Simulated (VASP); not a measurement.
Runs of VASP 6.6.1 on Sn. The structure is that of space group Im-3m (No. 229), or close to it. The cells are those of the table. 

```tsv
task	cell	cutoff (eV)	gap on the mesh (eV)	pressure (GPa)
single point	a = 2.614 Å, angles 109.5°, 1 atom	520	none	(a)
single point	a = 3.302 Å, angles 109.5°, 1 atom	520	none	-0.1
relaxation of cell and atoms	relaxed to 180 GPa from a = 2.614 Å, angles 109.5°, 1 atom	600	none	180.0
relaxation of cell and atoms	relaxed to 180 GPa from a = 2.610 Å, angles 109.5°, 1 atom	600	none	180.0
```

Alike in all rows: level PBE; potentials or basis VASP PAW PBE potentials, release 64 (Sn_d); no spin polarisation; k mesh 18 × 18 × 18; smearing fermi-dirac 0.08 eV.

**Question.** Fill in the values left out.

**Answer.** (a) 180.4.

Caveats: spin-orbit coupling is left out, which moves the levels of the heavy elements; the cell is relaxed towards a set pressure, so the enthalpy falls and the energy may rise (some runs).

A k mesh can miss the band edges, and the runs leave out spin-orbit coupling on Sn.

A gap of «none» marks levels without a gap at the run's occupations.
